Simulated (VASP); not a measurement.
Wanted: the native input for a VASP 6.6.1 run.

- Task: electric field gradients
- Functional: r2SCAN
- Potentials or basis: VASP PAW PBE potentials, release 64 (Na_pv, Mg, Ga_d, S, O)
- Cutoff: 520 eV
- k mesh: 3 × 3 × 3
- Occupations: fermi-dirac, width 0.02 eV
- Spin: no spin polarisation
- Dipole correction: no
- Further INCAR settings: LREAL = Auto; ALGO = Normal; EDIFF = 1e-08; NBANDS = 136

Crystal: NaMgGaS3O12.

```
CELL_PARAMETERS angstrom
4.26959 2.46505 7.43422
-4.26959 2.46505 7.43422
0.00000 -4.93010 7.43422
ATOMIC_POSITIONS crystal
Na 0.50102 0.50102 0.50102
Na 0.00102 0.00102 0.00102
Mg 0.64768 0.64768 0.64768
Mg 0.14768 0.14768 0.14768
Ga 0.34982 0.34982 0.34982
Ga 0.84982 0.84982 0.84982
S 0.74552 0.04325 0.45863
S 0.45863 0.74552 0.04325
S 0.04325 0.45863 0.74552
S 0.54325 0.24552 0.95863
S 0.95863 0.54325 0.24552
S 0.24552 0.95863 0.54325
O 0.71781 0.88094 0.48973
O 0.48973 0.71781 0.88094
O 0.88094 0.48973 0.71781
O 0.38094 0.21781 0.98973
O 0.98973 0.38094 0.21781
O 0.21781 0.98973 0.38094
O 0.26871 0.12585 0.52026
O 0.52026 0.26871 0.12585
O 0.12585 0.52026 0.26871
O 0.62585 0.76871 0.02026
O 0.02026 0.62585 0.76871
O 0.76871 0.02026 0.62585
O 0.41161 0.78476 0.57250
O 0.57250 0.41161 0.78476
O 0.78476 0.57250 0.41161
O 0.28476 0.91161 0.07250
O 0.07250 0.28476 0.91161
O 0.91161 0.07250 0.28476
O 0.57364 0.22159 0.43667
O 0.43667 0.57364 0.22159
O 0.22159 0.43667 0.57364
O 0.72159 0.07364 0.93667
O 0.93667 0.72159 0.07364
O 0.07364 0.93667 0.72159
```

One way to write it, as run:

POSCAR

```
NaMgGaS3O12
1.0
    4.2695900433      2.4650489608      7.4342231233
   -4.2695900433      2.4650489608      7.4342231233
    0.0000000000     -4.9300979217      7.4342231233
Na Mg Ga S O
2 2 2 6 24
Direct
    0.5010228900      0.5010228900      0.5010228900
    0.0010228900      0.0010228900      0.0010228900
    0.6476787300      0.6476787300      0.6476787300
    0.1476787300      0.1476787300      0.1476787300
    0.3498194400      0.3498194400      0.3498194400
    0.8498194400      0.8498194400      0.8498194400
    0.7455227600      0.0432497600      0.4586318500
    0.4586318500      0.7455227600      0.0432497600
    0.0432497600      0.4586318500      0.7455227600
    0.5432497600      0.2455227600      0.9586318500
    0.9586318500      0.5432497600      0.2455227600
    0.2455227600      0.9586318500      0.5432497600
    0.7178091300      0.8809405400      0.4897325800
    0.4897325800      0.7178091300      0.8809405400
    0.8809405400      0.4897325800      0.7178091300
    0.3809405400      0.2178091300      0.9897325800
    0.9897325800      0.3809405400      0.2178091300
    0.2178091300      0.9897325800      0.3809405400
    0.2687082700      0.1258529600      0.5202558300
    0.5202558300      0.2687082700      0.1258529600
    0.1258529600      0.5202558300      0.2687082700
    0.6258529600      0.7687082700      0.0202558300
    0.0202558300      0.6258529600      0.7687082700
    0.7687082700      0.0202558300      0.6258529600
    0.4116081000      0.7847633100      0.5724977100
    0.5724977100      0.4116081000      0.7847633100
    0.7847633100      0.5724977100      0.4116081000
    0.2847633100      0.9116081000      0.0724977100
    0.0724977100      0.2847633100      0.9116081000
    0.9116081000      0.0724977100      0.2847633100
    0.5736421900      0.2215948400      0.4366691100
    0.4366691100      0.5736421900      0.2215948400
    0.2215948400      0.4366691100      0.5736421900
    0.7215948400      0.0736421900      0.9366691100
    0.9366691100      0.7215948400      0.0736421900
    0.0736421900      0.9366691100      0.7215948400
```

INCAR.step1

```
SYSTEM = NaMgGaS3O12
PREC = Accurate
ENCUT = 520
ISMEAR = -1
SIGMA = 0.02
LREAL = Auto
LASPH = .TRUE.
NELM = 100
NBANDS = 136
GGA = PE
ALGO = Normal
EDIFF = 1E-4
LWAVE = .TRUE.
LCHARG = .FALSE.
```

INCAR.step2

```
SYSTEM = NaMgGaS3O12
PREC = Accurate
ENCUT = 520
EDIFF = 1E-8
ISMEAR = -1
SIGMA = 0.02
LREAL = Auto
LASPH = .TRUE.
NELM = 100
ALGO = Normal
ISIF = 2
LWAVE = .FALSE.
LCHARG = .FALSE.
METAGGA = R2SCAN
LMIXTAU = .TRUE.
LEFG = .TRUE.
NBANDS = 136
ISTART = 1
```

KPOINTS

```
regular mesh
0
G
  3 3 3
  0 0 0
```

Potentials or basis: VASP PAW PBE potentials, release 64 (Na_pv, Mg, Ga_d, S, O).

Command:

```bash
$ cat potpaw_PBE.64/Na_pv/POTCAR potpaw_PBE.64/Mg/POTCAR potpaw_PBE.64/Ga_d/POTCAR potpaw_PBE.64/S/POTCAR potpaw_PBE.64/O/POTCAR > POTCAR
$ cp INCAR.step1 INCAR
$ mpirun -np 1 vasp_std > vasp.out
$ cp INCAR.step2 INCAR
$ mpirun -np 1 vasp_std > vasp.out
```

It gave:

The pressure is -5.3 GPa, the largest force is 0.625 eV/Å and the band gap on the k mesh is 4.04 eV. The largest electric field gradient by atom is Na -10.0; Mg -0.0; Ga +0.3; S -27.4; O +136.2, +164.0, +142.3, +158.2 (each value once) V/Å².

Caveat: the cell stands under tension; without QUAD_EFG the Cq values of the log hold for a quadrupole moment of 1 mb, not for the nuclei; the PAW data sets were made with another functional, which shifts forces and pressure a little.

It took 2.2 h on 1 thread of Intel(R) Xeon(R) Platinum 8259CL CPU @ 2.50GHz (Skylake/Cascade Lake), with other jobs on the host, peak memory 1 GiB.
